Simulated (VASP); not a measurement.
# PPt (F-43m) in VASP: further runs, part 3 of 3

VASP 6.6.1.

## 4. Single point, r2SCAN (volume scaled by 0.980)

POSCAR reads:

```
PPt
1.0
    0.0000000000      2.6438001204      2.6438001204
    2.6438001204      0.0000000000      2.6438001204
    2.6438001204      2.6438001204      0.0000000000
Pt P
1 1
Direct
    0.0000000000      0.0000000000      0.0000000000
    0.2500000000      0.2500000000      0.2500000000
```

INCAR.step1 reads:

```
  ALGO = Normal
  EDIFF = 1E-4
  ENCUT = 520
  GGA = PE
  ISMEAR = 0
  LASPH = T
  LCHARG = F
  LREAL = F
  LWAVE = T
  NBANDS = 14
  NELM = 80
  PREC = Accurate
  SIGMA = 0.05
```

INCAR.step2 reads:

```
  ALGO = Normal
  EDIFF = 1E-6
  ENCUT = 520
  ISIF = 2
  ISMEAR = 0
  ISTART = 1
  LASPH = T
  LCHARG = F
  LMIXTAU = T
  LREAL = F
  LWAVE = F
  METAGGA = R2SCAN
  NBANDS = 14
  NELM = 80
  PREC = Accurate
  SIGMA = 0.05
```

KPOINTS reads:

```
k-points
0
Gamma
  12 12 12
```

Potentials or basis: VASP PAW PBE potentials, release 64 (Pt, P).

On the command line:

```console
$ cat potpaw_PBE.64/Pt/POTCAR potpaw_PBE.64/P/POTCAR > POTCAR
$ cp INCAR.step1 INCAR
$ mpirun -np 1 vasp_std > vasp.out
$ cp INCAR.step2 INCAR
$ mpirun -np 1 vasp_std > vasp.out
```

OUTCAR:

```text
EDIFF = 1E-6
   ENCUT = 520
   ISIF = 2
   ISMEAR = 0
   ISTART = 1
   LASPH = T
   LREAL = F
   METAGGA = R2SCAN
   NELM = 80
   PREC = Accurate

 ion  position               nearest neighbor table
   1  0.000  0.000  0.000-   2 2.29   2 2.29   2 2.29   2 2.29
   2  0.250  0.250  0.250-   1 2.29   1 2.29   1 2.29   1 2.29

  LATTYP: Found a face centered cubic cell.
 ALAT       =     5.2876002408

  Lattice vectors:

 A1 = (   0.0000000000,   2.6438001204,   2.6438001204)
 A2 = (   2.6438001204,   0.0000000000,   2.6438001204)
 A3 = (   2.6438001204,   2.6438001204,   0.0000000000)

Analysis of symmetry for initial positions (statically):
=====================================================================
 Subroutine PRICEL returns:
 Original cell was already a primitive cell.

 Routine SETGRP: Setting up the symmetry group for a
 face centered cubic supercell.

 Subroutine GETGRP returns: Found 24 space group operations
 (whereof 24 operations were pure point group operations)
 out of a pool of 48 trial point group operations.

The static configuration has the point symmetry T_d .

Analysis of symmetry for dynamics (positions and initial velocities):
=====================================================================
 Subroutine PRICEL returns:
 Original cell was already a primitive cell.

 Routine SETGRP: Setting up the symmetry group for a
 face centered cubic supercell.

 Subroutine GETGRP returns: Found 24 space group operations
 (whereof 24 operations were pure point group operations)
 out of a pool of 48 trial point group operations.

The dynamic configuration has the point symmetry T_d .

 Subroutine INISYM returns: Found 24 space group operations
 (whereof 24 operations are pure point group operations),
 and found     1 'primitive' translations

----------------------------------------------------------------------------------------

                                     Primitive cell

  volume of cell :      36.9586

  direct lattice vectors                    reciprocal lattice vectors
     0.000000000  2.643800120  2.643800120    -0.189121710  0.189121710  0.189121710
     2.643800120  0.000000000  2.643800120     0.189121710 -0.189121710  0.189121710
     2.643800120  2.643800120  0.000000000     0.189121710  0.189121710 -0.189121710

  length of vectors
     3.738897986  3.738897986  3.738897986     0.327568411  0.327568411  0.327568411

  position of ions in fractional coordinates (direct lattice)
     0.000000000  0.000000000  0.000000000
     0.250000000  0.250000000  0.250000000

  ion indices of the primitive-cell ions
   primitive index   ion index
                 1           1
                 2           2

----------------------------------------------------------------------------------------

 KPOINTS: k-points

Automatic generation of k-mesh.
 Grid dimensions read from file:
 generate k-points for:   12   12   12

 Generating k-lattice:

  Cartesian coordinates                     Fractional coordinates (reciprocal lattice)
    -0.015760143  0.015760143  0.015760143     0.083333333  0.000000000  0.000000000
     0.015760143 -0.015760143  0.015760143     0.000000000  0.083333333  0.000000000
     0.015760143  0.015760143 -0.015760143     0.000000000  0.000000000  0.083333333

  Length of vectors
     0.027297368  0.027297368  0.027297368

  Shift w.r.t. Gamma in fractional coordinates (k-lattice)
     0.000000000  0.000000000  0.000000000

 Subroutine IBZKPT returns following result:
 ===========================================

 Found     72 irreducible k-points:

 Following reciprocal coordinates:
            Coordinates               Weight
  0.000000  0.000000  0.000000      1.000000
  0.083333  0.000000  0.000000      8.000000
  0.166667  0.000000  0.000000      8.000000
  0.250000  0.000000  0.000000      8.000000
  0.333333  0.000000  0.000000      8.000000
  0.416667  0.000000  0.000000      8.000000
[... 16 lines left out ...]
  0.500000  0.166667  0.000000     24.000000
 -0.416667  0.166667  0.000000     24.000000
 [... further k-points ...]
   k-points           NKPTS =     72   k-points in BZ     NKDIM =     72   number of bands    NBANDS=     14
   number of dos      NEDOS =    301   number of ions     NIONS =      2
   total plane-waves  NPLWV =  21952
   dimension x,y,z NGX =    28 NGY =   28 NGZ =   28
   dimension x,y,z NGXF=    56 NGYF=   56 NGZF=   56
   ions per type =               1   1
   NGX,Y,Z   is equivalent  to a cutoff of  12.45, 12.45, 12.45 a.u.
   NGXF,Y,Z  is equivalent  to a cutoff of  24.90, 24.90, 24.90 a.u.
 SYSTEM =  unknown system
   PREC   = accura    normal or accurate (medium, high low for compatibility)
   ISTART =      1    job   : 0-new  1-cont  2-samecut
   ICHARG =      0    charge: 1-file 2-atom 10-const
   ISPIN  =      1    spin polarized calculation?
   LNONCOLLINEAR =      F non collinear calculations
   LSORBIT =      F    spin-orbit coupling
   LASPH  =      T    aspherical Exc in radial PAW
   ENCUT  =  520.0 eV  38.22 Ry    6.18 a.u.   6.95  6.95  6.95*2*pi/ulx,y,z
   NELM   =     80;   NELMIN=  2; NELMDL=  0     # of ELM steps
   EDIFF  = 0.1E-05   stopping-criterion for ELM
   LREAL  =      F    real-space projection
   EDIFFG = 0.1E-04   stopping-criterion for IOM
   NSW    =      0    number of steps for IOM
   IBRION =     -1    ionic relax: 0-MD 1-quasi-New 2-CG
   NFREE  =      0    steps in history (QN), initial steepest desc. (CG)
   ISIF   =      2    stress and relaxation
   ISYM   =      2    0-nonsym 1-usesym 2-fastsym
   POTIM  = 0.5000    time-step for ionic-motion
   TEBEG  =    0.0;   TEEND  =   0.0 temperature during run
   PSTRESS=    0.0 pullay stress
   NELECT =      15.0000    total number of electrons
   NUPDOWN=      -1.0000    fix difference up-down
   EMIN   =  10.00;   EMAX   =-10.00  energy-range for DOS
   EFERMI =   0.00;   METHOD = LEGACY
   ISMEAR =     0;   SIGMA  =   0.05  broadening in eV -4-tet -1-fermi 0-gaus
   EFERMI_NEDOS =   21; number of points for ismear=-14 and -15
   IALGO  =     38    algorithm
   IMIX   =      4    mixing-type and parameters
     AMIX     =   0.40;   BMIX     =  1.00
     AMIX_MAG =   1.60;   BMIX_MAG =  1.00
  volume/ion in A,a.u.               =      18.48       124.70
  Fermi-wavevector in a.u.,A,eV,Ry     =   1.212086  2.290510 19.989021  1.469152
  Thomas-Fermi vector in A             =   2.347581
   LORBIT       =      0    0 simple, 1 ext, 2 COOP (PROOUT), +10 PAW based schemes
   METAGGA = R2SCAN    functional components
   LHFCALC =     F    Hartree Fock is set to
   AEXX    =    0.0000 exact exchange contribution
   IVDW    =     0    specifies the selected vdW correction
   LEPSILON=     F    determine dielectric tensor
   LRPA    =     F    only Hartree local field effects (RPA)
 non-spin polarized calculation
 Gauss-broadening in eV      SIGMA  =   0.05
  energy-cutoff  :      520.00
  volume of cell :       36.96
 maximum number of plane-waves:      1018
   NGX = 13   NGY = 13   NGZ = 13

 number of electron      15.0000002 magnetization

 Free energy of the ion-electron system (eV)
  ---------------------------------------------------
  ext. energy  EPLUGINS =         0.00000000
  ---------------------------------------------------
  free energy    TOTEN  =       -61.24714621 eV

  energy without entropy =      -61.24446795  energy(sigma->0) =      -61.24580708

 E-fermi :   7.6237     XC(G=0): -11.6795

 val. band max:        7.6222529202   @ k =   0.5000   0.2500   0.0000
 cond. band min:       7.6398657569   @ k =  -0.4167   0.3333   0.0000
 fundamental gap:      0.0176128367
 Fermi energy:         7.6237132698

 k-point     1 :       0.0000    0.0000    0.0000
  band No.  band energies     occupation
      1      -6.3662      2.00000
      2       0.9101      2.00000
      3       0.9101      2.00000
      4       0.9101      2.00000
      5       3.4274      2.00000
      6       3.4274      2.00000
      7      11.3478      0.00000
      8      11.9835      0.00000
      9      11.9835      0.00000
     10      11.9835      0.00000
     11      14.7292      0.00000
     12      14.7292      0.00000
     13      14.7292      0.00000
     14      20.8380      0.00000
[... 375 lines left out ...]
 k-point    24 :      -0.4167    0.1667    0.0000
  band No.  band energies     occupation
      1      -4.7007      2.00000
      2       1.0696      2.00000
      3       1.3635      2.00000
      4       1.5798      2.00000
      5       3.5182      2.00000
      6       3.6077      2.00000
      7       4.6559      2.00000
      8       7.9427      0.00000
      9       9.0003      0.00000
     10      13.3165      0.00000
     11      15.5585      0.00000
     12      16.7315      0.00000
     13      18.8020      0.00000
     14      20.5366      0.00000

 [... further k-points ...]
[... 5 lines left out ...]
  --------------------------------------------------------------------------------------
  -------------------------------------------------------------------------------------
  Total        0.7079522      0.7079522      0.7079522      0.0000000      0.0000000     -0.0000000
  in kB       30.6901254     30.6901254     30.6901254      0.0000000      0.0000000     -0.0000000
  external PRESSURE =      30.6901254 kB  Pullay stress =       0.0000000 kB

 VOLUME and BASIS-vectors are now :
 -----------------------------------------------------------------------------
  energy-cutoff  :      520.00
  volume of cell :       36.96
      direct lattice vectors                 reciprocal lattice vectors
     0.000000000  2.643800120  2.643800120    -0.189121710  0.189121710  0.189121710
     2.643800120  0.000000000  2.643800120     0.189121710 -0.189121710  0.189121710
     2.643800120  2.643800120  0.000000000     0.189121710  0.189121710 -0.189121710

 POSITION                                       TOTAL-FORCE (eV/Angst)
 -----------------------------------------------------------------------------------
      0.00000      0.00000      0.00000         0.000000      0.000000      0.000000
      1.32190      1.32190      1.32190        -0.000000     -0.000000     -0.000000
 -----------------------------------------------------------------------------------
    total drift:                               -0.000000     -0.000000     -0.000000

  FREE ENERGIE OF THE ION-ELECTRON SYSTEM (eV)
  ---------------------------------------------------
  free  energy   TOTEN  =       -61.2471462134 eV

  energy  without entropy=      -61.2444679472  energy(sigma->0) =      -61.24580708
```

OUTCAR.step1:

```text
EDIFF = 1E-4
   ENCUT = 520
   GGA = PE
   ISMEAR = 0
   LASPH = T
[... 628 lines left out ...]
 -----------------------------------------------------------------------------------
      0.00000      0.00000      0.00000         0.000000      0.000000      0.000000
      1.32190      1.32190      1.32190        -0.000000     -0.000000     -0.000000
 -----------------------------------------------------------------------------------
    total drift:                               -0.000000     -0.000000     -0.000000

  FREE ENERGIE OF THE ION-ELECTRON SYSTEM (eV)
  ---------------------------------------------------
  free  energy   TOTEN  =       -12.1388791996 eV

  energy  without entropy=      -12.1363198056  energy(sigma->0) =      -12.13759950
```

Wall time 93 s (1 thread of Intel Xeon Platinum 8488C (Sapphire Rapids), shared host); peak memory 0.19 GiB.

What came out:

| Property | Result |
| --- | --- |
| Free energy | -61.2471 eV |
| Pressure | 3.1 GPa |

Levels at points of the mesh, in eV from the Fermi level:
```csv
k point,band 3,band 4,band 5,band 6,band 7,band 8,band 9,band 10,band 11,band 12
"(0.00, 0.00, 0.00)",-6.71,-6.71,-4.20,-4.20,3.72,4.36,4.36,4.36,7.11,7.11
"(0.50, 0.00, 0.00)",-6.28,-6.28,-3.89,-3.89,-3.34,1.67,1.67,4.66,8.78,8.78
"(0.50, 0.50, 0.00)",-5.06,-5.06,-3.91,-3.51,-3.21,-1.20,-1.20,6.24,6.25,11.66
```

Caveat: the PAW data sets were made with another functional, which shifts forces and pressure a little; spin-orbit coupling is left out, which moves the levels of the heavy elements.

## 5. Single point, r2SCAN

POSCAR reads:

```
PPt
1.0
    0.0000000000      2.6616641766      2.6616641766
    2.6616641766      0.0000000000      2.6616641766
    2.6616641766      2.6616641766      0.0000000000
Pt P
1 1
Direct
    0.0000000000      0.0000000000      0.0000000000
    0.2500000000      0.2500000000      0.2500000000
```

INCAR.step1 reads:

```
PREC = Accurate ; ENCUT = 520
ISMEAR = 0 ; SIGMA = 0.05
LREAL = False ; LASPH = True
NELM = 60 ; NBANDS = 14
GGA = PE ; ALGO = Normal
EDIFF = 1E-4 ; LWAVE = True
LCHARG = False
```

INCAR.step2 reads:

```
PREC = Accurate ; ENCUT = 520
EDIFF = 1E-6 ; ISMEAR = 0
SIGMA = 0.05 ; LREAL = False
LASPH = True ; NELM = 60
ALGO = Normal ; ISIF = 2
LWAVE = False ; LCHARG = True
METAGGA = R2SCAN ; LMIXTAU = True
LELF = True ; LVHAR = True
NBANDS = 14 ; ISTART = 1
```

KPOINTS reads:

```
regular mesh
0
Gamma
  12 12 12
```

On the command line:

```console
$ cat potpaw_PBE.64/Pt/POTCAR potpaw_PBE.64/P/POTCAR > POTCAR
$ cp INCAR.step1 INCAR
$ mpirun -np 1 vasp_std > vasp.out
$ cp INCAR.step2 INCAR
$ mpirun -np 1 vasp_std > vasp.out
```

Wall time 99 s (1 thread of Intel Xeon Platinum 8488C (Sapphire Rapids), shared host); peak memory 0.19 GiB.

It converged, with:

```
Free energy : -61.2542 eV
Pressure    : -0.1 GPa
```

Levels at points of the mesh, in eV from the Fermi level:
```
           k point  band 3  band 4  band 5  band 6  band 7  band 8  band 9  band 10  band 11  band 12
(0.00, 0.00, 0.00)   -6.56   -6.56   -4.09   -4.09    3.64    4.26    4.26     4.26     7.07     7.07
(0.50, 0.00, 0.00)   -6.13   -6.13   -3.79   -3.79   -3.26    1.65    1.65     4.61     8.71     8.71
(0.50, 0.50, 0.00)   -4.96   -4.96   -3.80   -3.42   -3.15   -1.16   -1.16     6.15     6.18    11.67
```

Caveat: the PAW data sets were made with another functional, which shifts forces and pressure a little; spin-orbit coupling is left out, which moves the levels of the heavy elements.

## 6. Overview

```csv
level,cell,gap on the mesh (eV),pressure (GPa)
PBE,"a = 3.764 Å, angles 60.0°, 2 atoms",none,3.0
r2SCAN,"a = 3.713 Å, angles 60.0°, 2 atoms",none,6.6
r2SCAN,"a = 3.739 Å, angles 60.0°, 2 atoms",none,3.1
r2SCAN,"a = 3.764 Å, angles 60.0°, 2 atoms",none,-0.1
```

Alike in all rows: task single point; potentials or basis VASP PAW PBE potentials, release 64 (Pt, P); no spin polarisation; k mesh 12 × 12 × 12; cutoff (eV) 520; smearing gaussian 0.05 eV.

Caveats: spin-orbit coupling is left out, which moves the levels of the heavy elements; the PAW data sets were made with another functional, which shifts forces and pressure a little (some runs).

Total energies depend on the potentials used, so only differences within one code and one set of settings carry meaning.
